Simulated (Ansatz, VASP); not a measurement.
# Two plane-wave programs on AlRu

```
Al Ru
1.0
     2.98270    0.00000    0.00000
     0.00000    2.98270    0.00000
     0.00000    0.00000    2.98270
Al Ru
1 1
Cartesian
  0.0000 0.0000 0.0000
  1.4914 1.4914 1.4914
```

Alike in both runs: functional r2SCAN; k mesh 14 × 14 × 14; occupations gaussian, width 0.1 eV; no spin polarisation.

Ansatz relaxed the structure, and its values are those at the end. VASP's run is a single point on that final structure, the one shown.

```csv
,VASP,Ansatz
version,VASP 6.6.1,Ansatz 0.2.0
potentials or method,"VASP PAW PBE potentials, release 64 (Al, Ru_pv), cutoff 520 eV","scalar-relativistic, plane waves, PAW"
valence electrons in the cell,17,19
```

```csv
,VASP,Ansatz,Ansatz less VASP
gap on the k mesh at the Fermi level (eV),none,none,-
pressure (GPa),0.1,0.0,-0.13
```

VASP's potentials were made for PBE, not for r2SCAN. A gap of «none» marks a metal or a gap that the smearing closes. With one functional, cell and mesh, what is left measures potentials, basis and numerics. VASP's potentials hold 17 valence electrons a cell and Ansatz's 19, so a difference there can come from the potentials and not from the codes.
